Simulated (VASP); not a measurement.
YIr2, 6 atoms in the cell. The structure is cubic, space group Fd-3m (No. 227). Conventional cell: a = 7.591 Å, b = 7.591 Å, c = 7.591 Å, α = 90.00°, β = 90.00°, γ = 90.00°. Y (site symmetry -43m) has 12 Ir at 3.15 Å and 4 Y at 3.29 Å within 4.1 Å. Ir (site symmetry -3m) has 6 Ir at 2.68 Å and 6 Y at 3.15 Å within 3.5 Å. 

* Program: VASP 6.6.1
* Task: single point
* Functional: r2SCAN
* Potentials or basis: VASP PAW PBE potentials, release 64 (Y_sv, Ir)
* Cutoff: 520 eV
* k mesh: 8 × 8 × 8
* Occupations: fermi-dirac, width 0.1 eV
* Spin: no spin polarisation
* Dipole correction: no
* Further INCAR settings: ALGO = Normal; EDIFF = 1e-06; NBANDS = 38

Potentials or basis: VASP PAW PBE potentials, release 64 (Y_sv, Ir).

Command:

```sh
$ cat potpaw_PBE.64/Y_sv/POTCAR potpaw_PBE.64/Ir/POTCAR > POTCAR
$ cp INCAR.step1 INCAR
$ mpirun -np 1 vasp_std > vasp.out
$ cp INCAR.step2 INCAR
$ mpirun -np 1 vasp_std > vasp.out
```

Hardware: 1 thread of Intel(R) Xeon(R) Platinum 8259CL CPU @ 2.50GHz (Skylake/Cascade Lake), with other jobs on the host.

**Question.** How long does it take, and how much memory?

**Answer.** Wall time 7.8 min on 1 thread of Intel(R) Xeon(R) Platinum 8259CL CPU @ 2.50GHz (Skylake/Cascade Lake) (shared host), peak memory 0.33 GiB. Counts: k points 29.
